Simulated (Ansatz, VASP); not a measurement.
# One calculation of Os, two programs

INCAR

```
  PREC = Accurate
  ENCUT = 520
  EDIFF = 1E-6
  ISMEAR = -1
  SIGMA = 0.1
  LREAL = F
  LASPH = T
  NELM = 60
  ALGO = Normal
  ISIF = 2
  LWAVE = F
  LCHARG = F
  GGA = PE
  NBANDS = 19
```

Contents of KPOINTS:

```
regular mesh
0
Gamma
  9 9 13
```

The input POSCAR:

```
Os
1.0
    4.0338501032      0.0000000000      0.0000000000
   -2.0169250516      3.4934166644      0.0000000000
    0.0000000000      0.0000000000      2.5006561095
Os
3
Direct
    0.0000000000      0.0000000000      0.0000000000
    0.3333333333      0.6666666667      0.5000000000
    0.6666666667      0.3333333333      0.5000000000
```

Input for Ansatz:

```yaml
crystal:
  lattice:
    - [4.0338501032, 0.0, 0.0]
    - [-2.0169250516, 3.4934166644, 0.0]
    - [0.0, 0.0, 2.5006561095]
  atoms:
    - { symbol: Os, position: [0.0, 0.0, 0.0] }
    - { symbol: Os, position: [0.3333333333, 0.6666666667, 0.5] }
    - { symbol: Os, position: [0.6666666667, 0.3333333333, 0.5] }
kpoints:
  mp_grid: { grid: [9, 9, 13] }
scf:
  occupations: { method: fermi_dirac, width: 0.1 }
hamiltonian:
  xc: pbe
  pseudopotentials: { kind: all_electron, lapw: { basis_error: 0.001 } }
output:
  forces: true
  stress: true
  eigenvalues: true
  populations: true
```

Change from the starting cell: volume scaled by 0.8, LAPW.

Alike in both runs: task single point; functional PBE; k mesh 9 × 9 × 13; occupations fermi-dirac, width 0.1 eV; no spin polarisation.

|  | VASP | Ansatz |
| --- | --- | --- |
| version | VASP 6.6.1 | Ansatz 0.2.0 |
| potentials or method | VASP PAW PBE potentials, release 64 (Os), cutoff 520 eV | all-electron LAPW, scalar-relativistic |

```csv
,VASP,Ansatz,Ansatz less VASP
pressure (GPa),142.8,138.3,-4.47
"traceless stress, the component that is largest in VASP (GPa)",0.58,0.04,-0.541
```

Both programs put the cell under a high pressure, so it lies far from rest at this level. Ansatz ran all-electron here, and VASP with PAW potentials.

Neither program's run includes spin-orbit coupling. Noted on VASP's run: the cell as given lies far from equilibrium.
